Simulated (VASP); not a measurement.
# La2LuSb3 (Immm) in VASP: single point with PBEsol

Aim: the single point of La2LuSb3 with PBEsol.

Program: VASP 6.6.1. These are calculated values, not measurements. Logs are shortened: lines on timing, memory, paths and dates and some standing lists are left out, and cuts for length are marked.

**1. The cell of the first run**

Symmetry: Immm, No. 71, orthorhombic system. Conventional cell: a = 4.467 Å, b = 6.330 Å, c = 13.309 Å, α = 90.00°, β = 90.00°, γ = 90.00°. La (site symmetry mm2) has 6 Sb at 3.17 to 3.22 Å within 4.2 Å. Lu (site symmetry mmm) has 6 Sb at 3.05 to 3.17 Å within 4.0 Å. Sb (site symmetry mmm) has 2 Lu at 3.17 Å and 4 La at 3.17 Å within 4.2 Å. Within 4.2 Å of Sb (site symmetry mm2) lie 2 Lu at 3.05 Å and 4 La at 3.17 to 3.22 Å and 1 Sb at 4.15 Å.

**2. Single point, PBEsol**

INCAR

```
SYSTEM = La2LuSb3
PREC = Accurate ; ENCUT = 520
EDIFF = 1E-7 ; ISMEAR = -1
SIGMA = 0.03 ; LREAL = .False.
LASPH = .True. ; NELM = 60
ALGO = Normal ; ISIF = 2
LWAVE = .False. ; LCHARG = .False.
GGA = PS ; NBANDS = 40
```

KPOINTS

```
Automatic mesh
0
Gamma
  6 6 6
  0 0 0
```

POSCAR

```
La2LuSb3
1.0
   -2.2337335713      3.1651462565      6.6545744391
    2.2337335713     -3.1651462565      6.6545744391
    2.2337335713      3.1651462565     -6.6545744391
La Lu Sb
2 1 3
Direct
    0.6694233047      0.6694233047      0.0000000000
    0.3305766953      0.3305766953      0.0000000000
    0.0000000000      0.0000000000      0.0000000000
    0.5000000000      0.0000000000      0.5000000000
    0.1560853900      0.6560853900      0.5000000000
    0.8439146100      0.3439146100      0.5000000000
```

Potentials or basis: VASP PAW PBE potentials, release 64 (La, Lu, Sb).

Run with:

```sh
$ cat potpaw_PBE.64/La/POTCAR potpaw_PBE.64/Lu/POTCAR potpaw_PBE.64/Sb/POTCAR > POTCAR
$ mpirun -np 1 vasp_std > vasp.out
```

OUTCAR:

```text
SYSTEM = La2LuSb3
   PREC = Accurate
   ENCUT = 520
   EDIFF = 1E-7
   ISMEAR = -1
   LREAL = .False.
   LASPH = .True.
   NELM = 60
   ISIF = 2
   GGA = PS

 ion  position               nearest neighbor table
   1  0.669  0.669  0.000-   5 3.17   5 3.17   4 3.17   4 3.17   6 3.22   6 3.22
   2  0.331  0.331  0.000-   6 3.17   6 3.17   4 3.17   4 3.17   5 3.22   5 3.22
   3  0.000  0.000  0.000-   5 3.05   6 3.05   5 3.05   6 3.05   4 3.17   4 3.17
   4  0.500  0.000  0.500-   3 3.17   3 3.17   1 3.17   2 3.17   2 3.17   1 3.17
   5  0.156  0.656  0.500-   3 3.05   3 3.05   1 3.17   1 3.17   2 3.22   2 3.22
   6  0.844  0.344  0.500-   3 3.05   3 3.05   2 3.17   2 3.17   1 3.22   1 3.22

  LATTYP: Found a body centered orthorhombic cell.
 ALAT       =     4.4674671426
 B/A-ratio  =     1.4169757294
 C/A-ratio  =     2.9791263043

  Lattice vectors:

 A1 = (  -2.2337335713,   3.1651462565,   6.6545744391)
 A2 = (   2.2337335713,  -3.1651462565,   6.6545744391)
 A3 = (   2.2337335713,   3.1651462565,  -6.6545744391)

Analysis of symmetry for initial positions (statically):
=====================================================================
 Subroutine PRICEL returns:
 Original cell was already a primitive cell.

 Routine SETGRP: Setting up the symmetry group for a
 body centered orthorhombic supercell.

 Subroutine GETGRP returns: Found  8 space group operations
 (whereof  8 operations were pure point group operations)
 out of a pool of  8 trial point group operations.

The static configuration has the point symmetry D_2h.

Analysis of symmetry for dynamics (positions and initial velocities):
=====================================================================
 Subroutine PRICEL returns:
 Original cell was already a primitive cell.

 Routine SETGRP: Setting up the symmetry group for a
 body centered orthorhombic supercell.

 Subroutine GETGRP returns: Found  8 space group operations
 (whereof  8 operations were pure point group operations)
 out of a pool of  8 trial point group operations.

The dynamic configuration has the point symmetry D_2h.

 Subroutine INISYM returns: Found  8 space group operations
 (whereof  8 operations are pure point group operations),
 and found     1 'primitive' translations

----------------------------------------------------------------------------------------

                                     Primitive cell

  volume of cell :     188.1939

  direct lattice vectors                    reciprocal lattice vectors
    -2.233733571  3.165146256  6.654574439     0.000000000  0.157970583  0.075136285
     2.233733571 -3.165146256  6.654574439     0.223840482  0.000000000  0.075136285
     2.233733571  3.165146256 -6.654574439     0.223840482  0.157970583  0.000000000

  length of vectors
     7.700069964  7.700069964  7.700069964     0.174929033  0.236114427  0.273969463

  position of ions in fractional coordinates (direct lattice)
     0.669423305  0.669423305  0.000000000
     0.330576695  0.330576695  0.000000000
     0.000000000  0.000000000  0.000000000
     0.500000000  0.000000000  0.500000000
     0.156085390  0.656085390  0.500000000
     0.843914610  0.343914610  0.500000000

  ion indices of the primitive-cell ions
   primitive index   ion index
                 1           1
                 2           2
                 3           3
                 4           4
                 5           5
                 6           6

----------------------------------------------------------------------------------------

 KPOINTS: Automatic mesh

Automatic generation of k-mesh.
 Grid dimensions read from file:
 generate k-points for:    6    6    6

 Generating k-lattice:

  Cartesian coordinates                     Fractional coordinates (reciprocal lattice)
     0.000000000  0.026328431  0.012522714     0.166666667  0.000000000  0.000000000
     0.037306747  0.000000000  0.012522714    -0.000000000  0.166666667  0.000000000
     0.037306747  0.026328431  0.000000000    -0.000000000  0.000000000  0.166666667

  Length of vectors
     0.029154839  0.039352405  0.045661577

  Shift w.r.t. Gamma in fractional coordinates (k-lattice)
     0.000000000  0.000000000  0.000000000

 Subroutine IBZKPT returns following result:
 ===========================================

 Found     46 irreducible k-points:

 Following reciprocal coordinates:
            Coordinates               Weight
  0.000000  0.000000  0.000000      1.000000
  0.166667  0.000000 -0.000000      4.000000
  0.333333  0.000000 -0.000000      4.000000
  0.500000 -0.000000  0.000000      2.000000
 -0.000000  0.166667  0.000000      4.000000
  0.166667  0.166667  0.000000      8.000000
[... 16 lines left out ...]
 -0.166667  0.166667  0.166667      2.000000
  0.166667  0.333333  0.166667      4.000000
 [... further k-points ...]
   k-points           NKPTS =     46   k-points in BZ     NKDIM =     46   number of bands    NBANDS=     40
   number of dos      NEDOS =    301   number of ions     NIONS =      6
   total plane-waves  NPLWV = 216000
   dimension x,y,z NGX =    60 NGY =   60 NGZ =   60
   dimension x,y,z NGXF=   120 NGYF=  120 NGZF=  120
   ions per type =               2   1   3
   NGX,Y,Z   is equivalent  to a cutoff of  12.95, 12.95, 12.95 a.u.
   NGXF,Y,Z  is equivalent  to a cutoff of  25.91, 25.91, 25.91 a.u.
 SYSTEM =  La2LuSb3
   PREC   = accura    normal or accurate (medium, high low for compatibility)
   ISTART =      0    job   : 0-new  1-cont  2-samecut
   ICHARG =      2    charge: 1-file 2-atom 10-const
   ISPIN  =      1    spin polarized calculation?
   LNONCOLLINEAR =      F non collinear calculations
   LSORBIT =      F    spin-orbit coupling
   LASPH  =      T    aspherical Exc in radial PAW
   ENCUT  =  520.0 eV  38.22 Ry    6.18 a.u.  14.32 14.32 14.32*2*pi/ulx,y,z
   NELM   =     60;   NELMIN=  2; NELMDL= -5     # of ELM steps
   EDIFF  = 0.1E-06   stopping-criterion for ELM
   LREAL  =      F    real-space projection
   EDIFFG = 0.1E-05   stopping-criterion for IOM
   NSW    =      0    number of steps for IOM
   IBRION =     -1    ionic relax: 0-MD 1-quasi-New 2-CG
   NFREE  =      0    steps in history (QN), initial steepest desc. (CG)
   ISIF   =      2    stress and relaxation
   ISYM   =      2    0-nonsym 1-usesym 2-fastsym
   POTIM  = 0.5000    time-step for ionic-motion
   TEBEG  =    0.0;   TEEND  =   0.0 temperature during run
   PSTRESS=    0.0 pullay stress
   NELECT =      62.0000    total number of electrons
   NUPDOWN=      -1.0000    fix difference up-down
   EMIN   =  10.00;   EMAX   =-10.00  energy-range for DOS
   EFERMI =   0.00;   METHOD = LEGACY
   ISMEAR =    -1;   SIGMA  =   0.03  broadening in eV -4-tet -1-fermi 0-gaus
   EFERMI_NEDOS =   21; number of points for ismear=-14 and -15
   IALGO  =     38    algorithm
   IMIX   =      4    mixing-type and parameters
     AMIX     =   0.40;   BMIX     =  1.00
     AMIX_MAG =   1.60;   BMIX_MAG =  1.00
  volume/ion in A,a.u.               =      31.37       211.67
  Fermi-wavevector in a.u.,A,eV,Ry     =   1.130673  2.136662 17.393971  1.278421
  Thomas-Fermi vector in A             =   2.267370
   LORBIT       =      0    0 simple, 1 ext, 2 COOP (PROOUT), +10 PAW based schemes
   GGA     = PS    functional components
   LHFCALC =     F    Hartree Fock is set to
   AEXX    =    0.0000 exact exchange contribution
   IVDW    =     0    specifies the selected vdW correction
   LEPSILON=     F    determine dielectric tensor
   LRPA    =     F    only Hartree local field effects (RPA)
 non-spin polarized calculation
  energy-cutoff  :      520.00
  volume of cell :      188.19
 maximum number of plane-waves:      5090
 NGX is ok and might be reduce to    60
   NGX = 29   NGY = 29   NGZ = 29

 number of electron      62.0000002 magnetization

 Free energy of the ion-electron system (eV)
  ---------------------------------------------------
  ext. energy  EPLUGINS =         0.00000000
  ---------------------------------------------------
  free energy    TOTEN  =       -36.21448009 eV

  energy without entropy =      -36.21149519  energy(sigma->0) =      -36.21298764

 E-fermi :   6.2511     XC(G=0):  -9.9010

 val. band max:        6.2257265697   @ k =   0.5000  -0.3333   0.3333
 cond. band min:       6.2794138689   @ k =   0.1667   0.0000  -0.0000
 fundamental gap:      0.0536872992
 Fermi energy:         6.2511017608

 k-point     1 :       0.0000    0.0000    0.0000
  band No.  band energies     occupation
      1     -50.1492      2.00000
      2     -26.1565      2.00000
      3     -26.1318      2.00000
      4     -20.8087      2.00000
      5     -20.7898      2.00000
      6     -20.7898      2.00000
[... 32 lines left out ...]
     39       8.4332      0.00000
     40       8.4360      0.00000

 k-point     2 :       0.1667    0.0000   -0.0000
  band No.  band energies     occupation
      1     -50.1492      2.00000
      2     -26.1550      2.00000
      3     -26.1335      2.00000
      4     -20.8086      2.00000
      5     -20.7898      2.00000
      6     -20.7898      2.00000
[... 32 lines left out ...]
     39       8.4802      0.00000
     40       8.5275      0.00000

 k-point     3 :       0.3333    0.0000   -0.0000
  band No.  band energies     occupation
      1     -50.1492      2.00000
      2     -26.1508      2.00000
      3     -26.1380      2.00000
      4     -20.8084      2.00000
      5     -20.7898      2.00000
      6     -20.7897      2.00000
[... 32 lines left out ...]
     39       8.5648      0.00000
     40       8.6340      0.00000

 k-point     4 :       0.5000   -0.0000    0.0000
  band No.  band energies     occupation
      1     -50.1492      2.00000
      2     -26.1465      2.00000
      3     -26.1424      2.00000
      4     -20.8083      2.00000
      5     -20.7898      2.00000
      6     -20.7897      2.00000
[... 32 lines left out ...]
     39       8.6196      0.00000
     40       8.6391      0.00000
[... 772 lines left out ...]
     39       8.5676      0.00000
     40       8.6658      0.00000

 k-point    23 :      -0.1667    0.1667    0.1667
  band No.  band energies     occupation
      1     -50.1490      2.00000
      2     -26.1446      2.00000
      3     -26.1298      2.00000
      4     -20.8076      2.00000
      5     -20.8063      2.00000
      6     -20.7863      2.00000
[... 32 lines left out ...]
     39       8.5805      0.00000
     40       8.6691      0.00000

 k-point    24 :       0.1667    0.3333    0.1667
  band No.  band energies     occupation
      1     -50.1489      2.00000
      2     -26.1373      2.00000
      3     -26.1328      2.00000
      4     -20.8118      2.00000
      5     -20.8070      2.00000
      6     -20.7851      2.00000
[... 32 lines left out ...]
     39       8.6079      0.00000
     40       8.6535      0.00000

 [... further k-points ...]

------------------------ aborting loop because EDIFF is reached ----------------------------------------

  FORCE on cell =-STRESS in cart. coord.  units (eV):
  Direction    XX          YY          ZZ          XY          YZ          ZX
  --------------------------------------------------------------------------------------
  -------------------------------------------------------------------------------------
  Total        0.0176164      0.0680729      0.0410807     -0.0000000      0.0000000      0.0000000
  in kB        0.1499761      0.5795347      0.3497378     -0.0000000      0.0000000      0.0000000
  external PRESSURE =       0.3597496 kB  Pullay stress =       0.0000000 kB

 VOLUME and BASIS-vectors are now :
 -----------------------------------------------------------------------------
  energy-cutoff  :      520.00
  volume of cell :      188.19
      direct lattice vectors                 reciprocal lattice vectors
    -2.233733571  3.165146256  6.654574439     0.000000000  0.157970583  0.075136285
     2.233733571 -3.165146256  6.654574439     0.223840482  0.000000000  0.075136285
     2.233733571  3.165146256 -6.654574439     0.223840482  0.157970583  0.000000000

 POSITION                                       TOTAL-FORCE (eV/Angst)
 -----------------------------------------------------------------------------------
      0.00000      0.00000      8.90945        -0.000000     -0.000000      0.003943
      0.00000      0.00000      4.39969         0.000000      0.000000     -0.003943
      0.00000      0.00000      0.00000        -0.000000     -0.000000      0.000000
      0.00000      3.16515      0.00000        -0.000000     -0.000000     -0.000000
      2.23373      0.00000      2.07736        -0.000000      0.000000      0.022381
      0.00000      3.16515      4.57721         0.000000     -0.000000     -0.022381
 -----------------------------------------------------------------------------------
    total drift:                                0.000000      0.000000     -0.000000

  FREE ENERGIE OF THE ION-ELECTRON SYSTEM (eV)
  ---------------------------------------------------
  free  energy   TOTEN  =       -36.2144800891 eV

  energy  without entropy=      -36.2114951899  energy(sigma->0) =      -36.21298764
```

Wall time 32 min (1 thread of Intel Xeon 8259CL, shared host); peak memory 0.77 GiB.

What came out:

* Free energy: -36.2145 eV
* Pressure: 0.0 GPa
* Largest force: 0.022 eV/Å
* Band gap on the k mesh: zero (bands 31 and 32 overlap by 0.78 eV)

Forces in eV/Å, atoms in the order of the input:
```
La   0.000  0.000  0.004
La   0.000  0.000 -0.004
Lu   0.000  0.000  0.000
Sb   0.000  0.000  0.000
Sb   0.000  0.000  0.022
Sb   0.000  0.000 -0.022
```

Caveat: the PAW data sets were made with another functional, which shifts forces and pressure a little; spin-orbit coupling is left out, which moves the levels of the heavy elements.
